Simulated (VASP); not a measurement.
Input of a VASP 6.6.1 run:

Contents of INCAR:

```
SYSTEM = Si
  ALGO = Normal
  EDIFF = 1E-6
  EDIFFG = -0.03
  ENCUT = 520
  GGA = PS
  IBRION = 2
  ISIF = 2
  ISMEAR = 0
  LASPH = .True.
  LCHARG = .False.
  LREAL = Auto
  LWAVE = .False.
  NELM = 80
  NSW = 80
  PREC = Accurate
  SIGMA = 0.05
```

The input KPOINTS:

```
k-points
0
Gamma
  2 2 2
  0 0 0
```

Contents of POSCAR:

```
Si
1.0
    0.0000000000      5.4300000000      5.4300000000
    5.4300000000      0.0000000000      5.4300000000
    5.4300000000      5.4300000000      0.0000000000
Si
17
Direct
    0.0000000000      0.0000000000      0.0000000000
    0.1250000000      0.1250000000      0.1250000000
    0.0000000000      0.0000000000      0.5000000000
    0.1250000000      0.1250000000      0.6250000000
    0.0000000000      0.5000000000      0.0000000000
    0.1250000000      0.6250000000      0.1250000000
    0.0000000000      0.5000000000      0.5000000000
    0.1250000000      0.6250000000      0.6250000000
    0.5000000000      0.0000000000      0.0000000000
    0.6250000000      0.1250000000      0.1250000000
    0.5000000000      0.0000000000      0.5000000000
    0.6250000000      0.1250000000      0.6250000000
    0.5000000000      0.5000000000      0.0000000000
    0.6250000000      0.6250000000      0.1250000000
    0.5000000000      0.5000000000      0.5000000000
    0.6250000000      0.6250000000      0.6250000000
    0.5556822400      0.3079248100      0.3183893400
```

Potentials or basis: VASP PAW PBE potentials, release 64 (Si).

The run is started by

```bash
$ cat potpaw_PBE.64/Si/POTCAR > POTCAR
$ mpirun -np 1 vasp_std > vasp.out
```

Estimate the energy gained by relaxing.

58.7 meV/atom.

What does it give for the band gap on the k mesh?

0.07 eV.

Forces in eV/Å, atoms in the order of the input:
```
Si   0.005  0.006  0.003
Si   0.006 -0.005 -0.010
Si  -0.006 -0.006  0.004
Si   0.011 -0.010 -0.006
Si   0.004 -0.004 -0.003
Si  -0.002 -0.005 -0.003
Si  -0.018  0.018  0.014
Si   0.005  0.002 -0.004
Si  -0.005  0.006 -0.006
Si   0.010 -0.003 -0.001
Si  -0.009  0.009 -0.009
Si   0.003 -0.009 -0.001
Si  -0.009 -0.013  0.004
Si   0.002 -0.001  0.001
Si   0.013  0.009  0.005
Si  -0.018  0.018  0.001
Si   0.010 -0.012  0.011
```

Caveat: the k points lie up to 0.50 Å⁻¹ apart; semilocal functionals underestimate gaps, and a narrow one can read as zero; the PAW data sets were made with another functional, which shifts forces and pressure a little.
